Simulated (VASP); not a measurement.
Crystal: RbCl.

```
Rb Cl
1.0
     0.00000    3.27400    3.27400
     3.27400    0.00000    3.27400
     3.27400    3.27400    0.00000
Rb Cl
1 1
Direct
  0.00000 0.00000 0.00000
  0.50000 0.50000 0.50000
```

```yaml
Program: VASP 6.6.1
Task: relaxation of cell and atoms
Functional: PBE
Potentials_or_basis: VASP PAW PBE potentials, release 64 (Rb_sv, Cl)
Cutoff: 500 eV
k_mesh: 6 × 6 × 6
Occupations: fermi-dirac, width 0.02 eV
Spin: no spin polarisation
```

At the start: pressure 1.2 GPa; volume 35.09 Å³/atom.

Task: How do energy, volume and symmetry change on relaxing?

Result: Over 4 steps the energy falls by 8.2 meV/atom and the volume is 37.55 Å³/atom (+7.0 %); space group Fm-3m (No. 225, to 0.05 Å).

Step by step:
| step | energy change (eV) | largest force (eV/Å) | pressure (GPa) | volume (Å³) |
| --- | --- | --- | --- | --- |
| 1 | 0.0000 | 0.0000 | 1.15 | 70.19 |
| 2 | -0.0131 | 0.0000 | 0.48 | 72.78 |
| 3 | -0.0164 | 0.0000 | -0.05 | 75.32 |
| 4 | -0.0164 | 0.0000 | 0.00 | 75.09 |

Final structure:
```xyz
2
Lattice="0.0000 3.3485 3.3485 3.3485 0.0000 3.3485 3.3485 3.3485 0.0000" Properties=species:S:1:pos:R:3 pbc="T T T"
Rb    0.0000    0.0000    0.0000
Cl    3.3485    3.3485    3.3485
```
